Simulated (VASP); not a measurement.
# AlN (I4/mmm) in VASP: a series of runs

Runs on AlN. Level: PBE. Tasks: single point.

Program: VASP 6.6.1. These are calculated values, not measurements. Logs are shortened: lines on timing, memory, paths and dates and some standing lists are left out, and cuts for length are marked.

**1. The cell of the first run**

Symmetry: I4/mmm, No. 139, tetragonal system. The conventional cell has a = 2.920 Å, b = 2.920 Å, c = 3.947 Å, α = 90.00°, β = 90.00°, γ = 90.00°. Within 2.6 Å of Al (site symmetry 4/mmm) lie 6 N at 1.97 to 2.07 Å. Within 2.6 Å of N (site symmetry 4/mmm) lie 6 Al at 1.97 to 2.07 Å.

**2. Single point, PBE (strain +0.015 along x and y, -0.030 along z)**

The input, INCAR:

```
SYSTEM = AlN
ALGO = Normal ; EDIFF = 1E-6
ENCUT = 520 ; GGA = PE
ISIF = 2 ; ISMEAR = 0
LASPH = .TRUE. ; LCHARG = .FALSE.
LREAL = .FALSE. ; LWAVE = .FALSE.
NBANDS = 11 ; NELM = 80
PREC = Accurate ; SIGMA = 0.05
```

The input, KPOINTS:

```
k-points
0
G
  10 10 10
  0 0 0
```

The input, POSCAR:

```
AlN
1.0
    0.0000000000      2.0650357700      1.9734824600
    2.0650357700      0.0000000000      1.9734824600
    2.0650357700      2.0650357700      0.0000000000
Al N
1 1
Direct
    0.5000000000      0.5000000000      0.5000000000
    0.0000000000      0.0000000000      0.0000000000
```

Potentials or basis: VASP PAW PBE potentials, release 64 (Al, N).

Launch:

```bash
> cat potpaw_PBE.64/Al/POTCAR potpaw_PBE.64/N/POTCAR > POTCAR
> mpirun -np 1 vasp_std > vasp.out
```

OUTCAR:

```text
SYSTEM = AlN
   EDIFF = 1E-6
   ENCUT = 520
   GGA = PE
   ISIF = 2
   ISMEAR = 0
   LASPH = .TRUE.
   LREAL = .FALSE.
   NELM = 80
   PREC = Accurate

 ion  position               nearest neighbor table
   1  0.500  0.500  0.500-   2 1.97   2 1.97   2 2.07   2 2.07   2 2.07   2 2.07
   2  0.000  0.000  0.000-   1 1.97   1 1.97   1 2.07   1 2.07   1 2.07   1 2.07

  LATTYP: Found a body centered tetragonal cell.
 ALAT       =     2.9204015927
 C/A-ratio  =     1.3515144389

  Lattice vectors:

 A1 = (   0.0000000000,  -2.0650357700,  -1.9734824600)
 A2 = (   0.0000000000,   2.0650357700,  -1.9734824600)
 A3 = (   2.0650357700,   0.0000000000,   1.9734824600)

Analysis of symmetry for initial positions (statically):
=====================================================================
 Subroutine PRICEL returns:
 Original cell was already a primitive cell.

 Routine SETGRP: Setting up the symmetry group for a
 body centered tetragonal supercell.

 Subroutine GETGRP returns: Found 16 space group operations
 (whereof 16 operations were pure point group operations)
 out of a pool of 16 trial point group operations.

The static configuration has the point symmetry D_4h.

Analysis of symmetry for dynamics (positions and initial velocities):
=====================================================================
 Subroutine PRICEL returns:
 Original cell was already a primitive cell.

 Routine SETGRP: Setting up the symmetry group for a
 body centered tetragonal supercell.

 Subroutine GETGRP returns: Found 16 space group operations
 (whereof 16 operations were pure point group operations)
 out of a pool of 16 trial point group operations.

The dynamic configuration has the point symmetry D_4h.

 Subroutine INISYM returns: Found 16 space group operations
 (whereof 16 operations are pure point group operations),
 and found     1 'primitive' translations

----------------------------------------------------------------------------------------

                                     Primitive cell

  volume of cell :      16.8313

  direct lattice vectors                    reciprocal lattice vectors
     0.000000000  2.065035770  1.973482460    -0.242126556  0.242126556  0.253359232
     2.065035770  0.000000000  1.973482460     0.242126556 -0.242126556  0.253359232
     2.065035770  2.065035770  0.000000000     0.242126556  0.242126556 -0.253359232

  length of vectors
     2.856397338  2.856397338  2.920401593     0.425959434  0.425959434  0.425959434

  position of ions in fractional coordinates (direct lattice)
     0.500000000  0.500000000  0.500000000
     0.000000000  0.000000000  0.000000000

  ion indices of the primitive-cell ions
   primitive index   ion index
                 1           1
                 2           2

----------------------------------------------------------------------------------------

 KPOINTS: k-points

Automatic generation of k-mesh.
 Grid dimensions read from file:
 generate k-points for:   10   10   10

 Generating k-lattice:

  Cartesian coordinates                     Fractional coordinates (reciprocal lattice)
    -0.024212656  0.024212656  0.025335923     0.100000000  0.000000000  0.000000000
     0.024212656 -0.024212656  0.025335923     0.000000000  0.100000000  0.000000000
     0.024212656  0.024212656 -0.025335923    -0.000000000 -0.000000000  0.100000000

  Length of vectors
     0.042595943  0.042595943  0.042595943

  Shift w.r.t. Gamma in fractional coordinates (k-lattice)
     0.000000000  0.000000000  0.000000000

 Subroutine IBZKPT returns following result:
 ===========================================

 Found    102 irreducible k-points:

 Following reciprocal coordinates:
            Coordinates               Weight
  0.000000  0.000000  0.000000      1.000000
  0.100000 -0.000000  0.000000      8.000000
  0.200000 -0.000000  0.000000      8.000000
  0.300000 -0.000000  0.000000      8.000000
  0.400000 -0.000000  0.000000      8.000000
  0.500000 -0.000000  0.000000      4.000000
[... 16 lines left out ...]
  0.300000  0.300000  0.000000      2.000000
  0.400000  0.300000  0.000000      8.000000
 [... further k-points ...]
   k-points           NKPTS =    102   k-points in BZ     NKDIM =    102   number of bands    NBANDS=     11
   number of dos      NEDOS =    301   number of ions     NIONS =      2
   total plane-waves  NPLWV =  13824
   dimension x,y,z NGX =    24 NGY =   24 NGZ =   24
   dimension x,y,z NGXF=    48 NGYF=   48 NGZF=   48
   ions per type =               1   1
   NGX,Y,Z   is equivalent  to a cutoff of  13.97, 13.97, 13.66 a.u.
   NGXF,Y,Z  is equivalent  to a cutoff of  27.94, 27.94, 27.32 a.u.
 SYSTEM =  AlN
   PREC   = accura    normal or accurate (medium, high low for compatibility)
   ISTART =      0    job   : 0-new  1-cont  2-samecut
   ICHARG =      2    charge: 1-file 2-atom 10-const
   ISPIN  =      1    spin polarized calculation?
   LNONCOLLINEAR =      F non collinear calculations
   LSORBIT =      F    spin-orbit coupling
   LASPH  =      T    aspherical Exc in radial PAW
   ENCUT  =  520.0 eV  38.22 Ry    6.18 a.u.   5.31  5.31  5.43*2*pi/ulx,y,z
   NELM   =     80;   NELMIN=  2; NELMDL= -5     # of ELM steps
   EDIFF  = 0.1E-05   stopping-criterion for ELM
   LREAL  =      F    real-space projection
   EDIFFG = 0.1E-04   stopping-criterion for IOM
   NSW    =      0    number of steps for IOM
   IBRION =     -1    ionic relax: 0-MD 1-quasi-New 2-CG
   NFREE  =      0    steps in history (QN), initial steepest desc. (CG)
   ISIF   =      2    stress and relaxation
   ISYM   =      2    0-nonsym 1-usesym 2-fastsym
   POTIM  = 0.5000    time-step for ionic-motion
   TEBEG  =    0.0;   TEEND  =   0.0 temperature during run
   PSTRESS=    0.0 pullay stress
   NELECT =       8.0000    total number of electrons
   NUPDOWN=      -1.0000    fix difference up-down
   EMIN   =  10.00;   EMAX   =-10.00  energy-range for DOS
   EFERMI =   0.00;   METHOD = LEGACY
   ISMEAR =     0;   SIGMA  =   0.05  broadening in eV -4-tet -1-fermi 0-gaus
   EFERMI_NEDOS =   21; number of points for ismear=-14 and -15
   IALGO  =     38    algorithm
   IMIX   =      4    mixing-type and parameters
     AMIX     =   0.40;   BMIX     =  1.00
     AMIX_MAG =   1.60;   BMIX_MAG =  1.00
  volume/ion in A,a.u.               =       8.42        56.79
  Fermi-wavevector in a.u.,A,eV,Ry     =   1.277611  2.414335 22.208656  1.632290
  Thomas-Fermi vector in A             =   2.410201
   LORBIT       =      0    0 simple, 1 ext, 2 COOP (PROOUT), +10 PAW based schemes
   GGA     = PE    functional components
   LHFCALC =     F    Hartree Fock is set to
   AEXX    =    0.0000 exact exchange contribution
   IVDW    =     0    specifies the selected vdW correction
   LEPSILON=     F    determine dielectric tensor
   LRPA    =     F    only Hartree local field effects (RPA)
 non-spin polarized calculation
 Gauss-broadening in eV      SIGMA  =   0.05
  energy-cutoff  :      520.00
  volume of cell :       16.83
 maximum number of plane-waves:       471
 NGX is ok and might be reduce to    24
   NGX = 11   NGY = 11   NGZ = 11

 number of electron       8.0000000 magnetization

 Free energy of the ion-electron system (eV)
  ---------------------------------------------------
  ext. energy  EPLUGINS =         0.00000000
  ---------------------------------------------------
  free energy    TOTEN  =       -14.52636590 eV

  energy without entropy =      -14.52636590  energy(sigma->0) =      -14.52636590

 E-fermi :  10.1506     XC(G=0): -12.1963

 val. band max:        9.8337794009   @ k =   0.0000   0.0000   0.0000
 cond. band min:      13.9229976229   @ k =   0.5000   0.5000   0.0000
 fundamental gap:      4.0892182219
 Fermi energy:        10.1505863143

 k-point     1 :       0.0000    0.0000    0.0000
  band No.  band energies     occupation
      1      -7.6671      2.00000
      2       9.4855      2.00000
      3       9.8338      2.00000
      4       9.8338      2.00000
      5      15.1079      0.00000
      6      21.6595      0.00000
      7      21.6595      0.00000
      8      22.2522      0.00000
      9      26.6491      0.00000
     10      26.9542      0.00000
     11      27.6480      0.00000

 k-point     2 :       0.1000   -0.0000    0.0000
  band No.  band energies     occupation
      1      -7.4656      2.00000
      2       8.6684      2.00000
      3       9.5380      2.00000
      4       9.6905      2.00000
      5      15.7486      0.00000
      6      20.9244      0.00000
      7      21.9206      0.00000
      8      22.3607      0.00000
      9      25.1810      0.00000
     10      26.1928      0.00000
     11      27.8782      0.00000

 k-point     3 :       0.2000   -0.0000    0.0000
  band No.  band energies     occupation
      1      -6.8796      2.00000
      2       6.5725      2.00000
      3       9.2820      2.00000
      4       9.3455      2.00000
      5      16.4391      0.00000
      6      20.3702      0.00000
      7      21.8378      0.00000
      8      22.6724      0.00000
      9      24.9794      0.00000
     10      25.4009      0.00000
     11      27.2114      0.00000

 k-point     4 :       0.3000   -0.0000    0.0000
  band No.  band energies     occupation
      1      -5.9831      2.00000
      2       4.2864      2.00000
      3       8.9668      2.00000
      4       9.0149      2.00000
      5      16.2189      0.00000
      6      20.9873      0.00000
      7      21.2084      0.00000
      8      22.0853      0.00000
      9      26.1351      0.00000
     10      26.6891      0.00000
     11      26.9221      0.00000
[... 239 lines left out ...]
 k-point    22 :      -0.2000    0.2000    0.0000
  band No.  band energies     occupation
      1      -5.7481      2.00000
      2       5.0821      2.00000
      3       6.7452      2.00000
      4       9.0108      2.00000
      5      18.0958      0.00000
      6      19.8301      0.00000
      7      20.3020      0.00000
      8      21.7756      0.00000
      9      24.4070      0.00000
     10      28.5537      0.00000
     11      31.0316      0.00000

 k-point    23 :       0.3000    0.3000    0.0000
  band No.  band energies     occupation
      1      -5.3185      2.00000
      2       4.9426      2.00000
      3       7.5967      2.00000
      4       7.5967      2.00000
      5      16.2594      0.00000
      6      16.4126      0.00000
      7      21.6841      0.00000
      8      24.7860      0.00000
      9      24.7860      0.00000
     10      29.6445      0.00000
     11      33.7281      0.00000

 k-point    24 :       0.4000    0.3000    0.0000
  band No.  band energies     occupation
      1      -4.5544      2.00000
      2       3.9408      2.00000
      3       6.9010      2.00000
      4       7.3120      2.00000
      5      15.6298      0.00000
      6      16.3775      0.00000
      7      22.0332      0.00000
      8      24.7375      0.00000
      9      25.5647      0.00000
     10      31.0866      0.00000
     11      34.4751      0.00000

 [... further k-points ...]
[... 5 lines left out ...]
  --------------------------------------------------------------------------------------
  -------------------------------------------------------------------------------------
  Total       -0.3210526     -0.3210526      1.0098635      0.0000000      0.0000000     -0.0000000
  in kB      -30.5610571    -30.5610571     96.1290912      0.0000000      0.0000000     -0.0000000
  external PRESSURE =      11.6689923 kB  Pullay stress =       0.0000000 kB

 VOLUME and BASIS-vectors are now :
 -----------------------------------------------------------------------------
  energy-cutoff  :      520.00
  volume of cell :       16.83
      direct lattice vectors                 reciprocal lattice vectors
     0.000000000  2.065035770  1.973482460    -0.242126556  0.242126556  0.253359232
     2.065035770  0.000000000  1.973482460     0.242126556 -0.242126556  0.253359232
     2.065035770  2.065035770  0.000000000     0.242126556  0.242126556 -0.253359232

 POSITION                                       TOTAL-FORCE (eV/Angst)
 -----------------------------------------------------------------------------------
      2.06504      2.06504      1.97348         0.000000     -0.000000     -0.000000
      0.00000      0.00000      0.00000         0.000000      0.000000      0.000000
 -----------------------------------------------------------------------------------
    total drift:                                0.000000     -0.000000     -0.000000

  FREE ENERGIE OF THE ION-ELECTRON SYSTEM (eV)
  ---------------------------------------------------
  free  energy   TOTEN  =       -14.5263659030 eV

  energy  without entropy=      -14.5263659030  energy(sigma->0) =      -14.52636590
```

It took 6.1 s on 1 thread of Intel Xeon 6975P-C (Granite Rapids), shared host; peak memory 0.14 GiB.

Results:

| Quantity | Value |
| --- | --- |
| Free energy | -14.5264 eV |
| Pressure | 1.2 GPa |
| Band gap on the k mesh | 4.09 eV, indirect (least direct gap 5.27 eV) |

Caveat: the cell differs from its parent crystal (strain +0.015 along x and y, -0.030 along z).

[end of part 1 of 2]
